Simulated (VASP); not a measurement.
# InSe (P1) in VASP: single point with PBE

Aim: the single point of InSe with PBE.

Program: VASP 6.6.1. These are calculated values, not measurements. Logs are shortened: lines on timing, memory, paths and dates and some standing lists are left out, and cuts for length are marked.

### 1 The cell of the first run

The typed cell holds 8 atoms: a = 4.063 Å, b = 4.063 Å, c = 16.983 Å, α = 90.00°, β = 90.00°, γ = 120.00°.

### 2 Single point, PBE

File INCAR:

```
PREC = Accurate ; ENCUT = 400
EDIFF = 1E-6 ; ISMEAR = 0
SIGMA = 0.01 ; LREAL = F
LASPH = T ; NELM = 120
ALGO = Normal ; ISIF = 2
LWAVE = F ; LCHARG = T
GGA = PE ; LELF = T
LVHAR = T ; NBANDS = 48
GGA_COMPAT = F
```

File KPOINTS:

```
Automatic mesh
0
Gamma
  3 3 1
```

File POSCAR:

```
InSe
1.0
    4.0627200000      0.0000000000      0.0000000000
   -2.0313600000      3.5184190000      0.0000000000
    0.0000000000      0.0000000000     16.9831730000
In Se
4 4
Direct
    0.3296374003      0.6541250488      0.1572362832
    0.6698832490      0.3374257017      0.6598730991
    0.3330116844      0.6745742903      0.3411742317
    0.6704074060      0.3421877838      0.8399407461
    0.3343043108      0.6646462516      0.6015875243
    0.6595125198      0.3201361180      0.1010994235
    0.3314471092      0.6705767562      0.8978147370
    0.6784361134      0.3368171898      0.3996002985
```

Potentials or basis: VASP PAW PBE potentials, release 64 (In_d, Se).

Started as:

```console
$ cat potpaw_PBE.64/In_d/POTCAR potpaw_PBE.64/Se/POTCAR > POTCAR
$ mpirun -np 1 vasp_std > vasp.out
```

OUTCAR:

```text
PREC = Accurate
   ENCUT = 400
   EDIFF = 1E-6
   ISMEAR = 0
   LREAL = F
   LASPH = T
   NELM = 120
   ISIF = 2
   GGA = PE

 ion  position               nearest neighbor table
   1  0.330  0.654  0.157-   6 2.52   6 2.53   6 2.54   3 3.12
   2  0.670  0.337  0.660-   5 2.53   5 2.54   5 2.57   4 3.06
   3  0.333  0.675  0.341-   8 2.51   8 2.53   8 2.60   1 3.12
   4  0.670  0.342  0.840-   7 2.52   7 2.55   7 2.56   2 3.06
   5  0.334  0.665  0.602-   2 2.53   2 2.54   2 2.57
   6  0.660  0.320  0.101-   1 2.52   1 2.53   1 2.54
   7  0.331  0.671  0.898-   4 2.52   4 2.55   4 2.56
   8  0.678  0.337  0.400-   3 2.51   3 2.53   3 2.60

  LATTYP: Found a hexagonal cell.
 ALAT       =     4.0627200000
 C/A-ratio  =     4.1802469774

  Lattice vectors:

 A1 = (   4.0627200000,   0.0000000000,   0.0000000000)
 A2 = (  -2.0313600000,   3.5184190000,   0.0000000000)
 A3 = (   0.0000000000,   0.0000000000,  16.9831730000)

Analysis of symmetry for initial positions (statically):
=====================================================================
 Subroutine PRICEL returns:
 Original cell was already a primitive cell.

 Routine SETGRP: Setting up the symmetry group for a
 hexagonal supercell.

 Subroutine GETGRP returns: Found  1 space group operations
 (whereof  1 operations were pure point group operations)
 out of a pool of 24 trial point group operations.

The static configuration has the point symmetry C_1 .

Analysis of symmetry for dynamics (positions and initial velocities):
=====================================================================
 Subroutine PRICEL returns:
 Original cell was already a primitive cell.

 Routine SETGRP: Setting up the symmetry group for a
 hexagonal supercell.

 Subroutine GETGRP returns: Found  1 space group operations
 (whereof  1 operations were pure point group operations)
 out of a pool of 24 trial point group operations.

The dynamic configuration has the point symmetry C_1 .

 Subroutine INISYM returns: Found  1 space group operations
 (whereof  1 operations are pure point group operations),
 and found     1 'primitive' translations

----------------------------------------------------------------------------------------

                                     Primitive cell

  volume of cell :     242.7634

[... 84 lines left out ...]
   IBRION =     -1    ionic relax: 0-MD 1-quasi-New 2-CG
   NFREE  =      0    steps in history (QN), initial steepest desc. (CG)
   ISIF   =      2    stress and relaxation
   ISYM   =      2    0-nonsym 1-usesym 2-fastsym
   POTIM  = 0.5000    time-step for ionic-motion
   TEBEG  =    0.0;   TEEND  =   0.0 temperature during run
   PSTRESS=    0.0 pullay stress
   NELECT =      76.0000    total number of electrons
   NUPDOWN=      -1.0000    fix difference up-down
   EMIN   =  10.00;   EMAX   =-10.00  energy-range for DOS
   EFERMI =   0.00;   METHOD = LEGACY
   ISMEAR =     0;   SIGMA  =   0.01  broadening in eV -4-tet -1-fermi 0-gaus
   EFERMI_NEDOS =   21; number of points for ismear=-14 and -15
   IALGO  =     38    algorithm
   IMIX   =      4    mixing-type and parameters
     AMIX     =   0.40;   BMIX     =  1.00
     AMIX_MAG =   1.60;   BMIX_MAG =  1.00
  volume/ion in A,a.u.               =      30.35       204.78
  Fermi-wavevector in a.u.,A,eV,Ry     =   1.111608  2.100634 16.812338  1.235672
  Thomas-Fermi vector in A             =   2.248173
   LORBIT       =      0    0 simple, 1 ext, 2 COOP (PROOUT), +10 PAW based schemes
   GGA     = PE    functional components
   LHFCALC =     F    Hartree Fock is set to
   AEXX    =    0.0000 exact exchange contribution
   IVDW    =     0    specifies the selected vdW correction
   LEPSILON=     F    determine dielectric tensor
   LRPA    =     F    only Hartree local field effects (RPA)
 non-spin polarized calculation
 Gauss-broadening in eV      SIGMA  =   0.01
  energy-cutoff  :      400.00
  volume of cell :      242.76
 maximum number of plane-waves:      4447
 NGX is ok and might be reduce to    28
   NGX = 13   NGY = 13   NGZ = 55

 number of electron      75.9999993 magnetization

 Free energy of the ion-electron system (eV)
  ---------------------------------------------------
  ext. energy  EPLUGINS =         0.00000000
  ---------------------------------------------------
  free energy    TOTEN  =       -26.48200829 eV

  energy without entropy =      -26.48200829  energy(sigma->0) =      -26.48200829

 E-fermi :   3.9628     XC(G=0):  -8.6232

 val. band max:        3.8784514871   @ k =   0.0000   0.0000   0.0000
 cond. band min:       4.1251878766   @ k =   0.0000   0.0000   0.0000
 fundamental gap:      0.2467363896
 Fermi energy:         3.9627970227

 k-point     1 :       0.0000    0.0000    0.0000
  band No.  band energies     occupation
      1     -10.9974      2.00000
      2     -10.9902      2.00000
      3     -10.8639      2.00000
      4     -10.8455      2.00000
      5     -10.8409      2.00000
      6     -10.8313      2.00000
[... 244 lines left out ...]
     47       9.2689      0.00000
     48       9.3561      0.00000

------------------------ aborting loop because EDIFF is reached ----------------------------------------

  FORCE on cell =-STRESS in cart. coord.  units (eV):
  Direction    XX          YY          ZZ          XY          YZ          ZX
  --------------------------------------------------------------------------------------
  -------------------------------------------------------------------------------------
  Total       15.7873132     15.3547609      1.7182446      0.5264303     -0.1688904     -0.4196739
  in kB      104.1922759    101.3375398     11.3399800      3.4743068     -1.1146336     -2.7697414
  external PRESSURE =      72.2899319 kB  Pullay stress =       0.0000000 kB

 VOLUME and BASIS-vectors are now :
 -----------------------------------------------------------------------------
  energy-cutoff  :      400.00
  volume of cell :      242.76
      direct lattice vectors                 reciprocal lattice vectors
     4.062720000  0.000000000  0.000000000     0.246140517  0.142109283  0.000000000
    -2.031360000  3.518419000  0.000000000     0.000000000  0.284218565  0.000000000
     0.000000000  0.000000000 16.983173000     0.000000000  0.000000000  0.058881812

 POSITION                                       TOTAL-FORCE (eV/Angst)
 -----------------------------------------------------------------------------------
      0.01046      2.30149      2.67037        -0.116867      0.007011      2.508742
      2.03611      1.18720     11.20674         0.025966     -0.179771      2.229105
     -0.01737      2.37343      5.79422         0.494701     -0.130755     -2.372625
      2.02857      1.20396     14.26486        -0.114942     -0.164978     -2.286667
      0.00805      2.33850     10.21686        -0.035595      0.192560     -1.607391
      2.02910      1.12637      1.71699         0.117315      0.041765     -1.770453
     -0.01561      2.35937     15.24774         0.125528      0.149523      1.667619
      2.07210      1.18506      6.78648        -0.496105      0.084643      1.631670
 -----------------------------------------------------------------------------------
    total drift:                                0.000515     -0.000005     -0.001358

  FREE ENERGIE OF THE ION-ELECTRON SYSTEM (eV)
  ---------------------------------------------------
  free  energy   TOTEN  =       -26.4820082898 eV

  energy  without entropy=      -26.4820082898  energy(sigma->0) =      -26.48200829
```

OSZICAR:

```text
N       E                     dE             d eps       ncg     rms          rms(c)
DAV:   1     0.723622814306E+03    0.72362E+03   -0.29245E+04   480   0.146E+03
DAV:   2     0.805503329151E+02   -0.64307E+03   -0.62264E+03   488   0.419E+02
DAV:   3    -0.215112149399E+02   -0.10206E+03   -0.98998E+02   616   0.182E+02
DAV:   4    -0.273072902229E+02   -0.57961E+01   -0.57766E+01   576   0.453E+01
DAV:   5    -0.275059464049E+02   -0.19866E+00   -0.19861E+00   624   0.830E+00    0.114E+01
DAV:   6    -0.265177484874E+02    0.98820E+00   -0.20136E+00   632   0.159E+01    0.681E+00
DAV:   7    -0.264843907699E+02    0.33358E-01   -0.12898E+00   696   0.661E+00    0.150E+00
DAV:   8    -0.264766004440E+02    0.77903E-02   -0.14895E-01   720   0.388E+00    0.127E+00
DAV:   9    -0.264803826299E+02   -0.37822E-02   -0.23383E-02   624   0.735E-01    0.701E-01
DAV:  10    -0.264813286092E+02   -0.94598E-03   -0.45387E-03   640   0.888E-01    0.281E-01
DAV:  11    -0.264819485437E+02   -0.61993E-03   -0.14815E-03   632   0.285E-01    0.441E-02
DAV:  12    -0.264819673400E+02   -0.18796E-04   -0.11974E-04   760   0.666E-02    0.499E-02
DAV:  13    -0.264819994856E+02   -0.32146E-04   -0.30537E-05   512   0.299E-02    0.182E-02
DAV:  14    -0.264820076044E+02   -0.81188E-05   -0.82687E-06   520   0.216E-02    0.121E-02
DAV:  15    -0.264820082898E+02   -0.68539E-06   -0.10613E-06   416   0.732E-03
   1 F= -.26482008E+02 E0= -.26482008E+02  d E =-.795678E-34
```

It took 1.8 min on 1 thread of Intel Xeon 8259CL, shared host; peak memory 0.28 GiB.

What came out:

```yaml
Free_energy: -26.4820 eV
Pressure: 7.2 GPa
Largest_force: 2.511 eV/Å
Band_gap_on_the_k_mesh: 0.25 eV, direct
```

Forces in eV/Å, atoms in the order of the input:
```
In  -0.117  0.007  2.509
In   0.026 -0.180  2.229
In   0.495 -0.131 -2.373
In  -0.115 -0.165 -2.287
Se  -0.036  0.193 -1.607
Se   0.117  0.042 -1.770
Se   0.126  0.150  1.668
Se  -0.496  0.085  1.632
```

Levels at points of the mesh, in eV from the valence-band top:
| k point | band 36 | band 37 | band 38 | band 39 | band 40 | band 41 |
| --- | --- | --- | --- | --- | --- | --- |
| (0.00, 0.00, 0.00) | -1.62 | -1.06 | 0.00 | 0.25 | 0.82 | 1.55 |

Caveat: the k points lie up to 0.60 Å⁻¹ apart; spin-orbit coupling is left out, which moves the levels of the heavy elements; forces of over 1 eV/Å act on the atoms, so gaps and moduli don't describe the material at rest.
